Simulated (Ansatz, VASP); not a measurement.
## Sc2As3Se3: VASP beside Ansatz

```
Sc As Se
1.0
     7.23150    0.00000    0.00000
    -3.61575    6.26266    0.00000
     0.00000    0.00000    5.20833
Sc As Se
2 3 3
Direct
  0.66667 0.33333 0.96956
  0.33333 0.66667 0.96956
  0.00000 0.59066 0.28104
  0.40934 0.40934 0.28104
  0.59066 0.00000 0.28104
  0.65965 0.00000 0.73925
  0.34035 0.34035 0.73925
  0.00000 0.65965 0.73925
```

Alike in both runs: functional PBE; k mesh 3 × 3 × 3; occupations gaussian, width 0.2 eV; no spin polarisation.

Ansatz relaxed the structure, and its values are those at the end. VASP's run is a single point on that final structure, the one shown.

|  | VASP | Ansatz |
| --- | --- | --- |
| version | VASP 6.6.1 | Ansatz 0.2.0 |
| potentials or method | VASP PAW PBE potentials, release 64 (Sc_sv, As, Se), cutoff 520 eV | scalar-relativistic, plane waves, PAW |
| valence electrons in the cell | 55 | 115 |

VASP gave:

```
gap on the k mesh at the Fermi level (eV) : none
pressure (GPa)                            : 0.2
rms of the force components (eV/Å)        : 0.024
```

Q: Which values does Ansatz return?

A: gap on the k mesh at the Fermi level (eV): none; pressure (GPa): 0.1; rms of the force components (eV/Å): 0.022.

A gap of «none» marks a metal or a gap that the smearing closes. VASP's potentials hold 55 valence electrons a cell and Ansatz's 115, so a difference there can come from the potentials and not from the codes.

The k mesh is coarse, so the values compare programs but aren't converged.
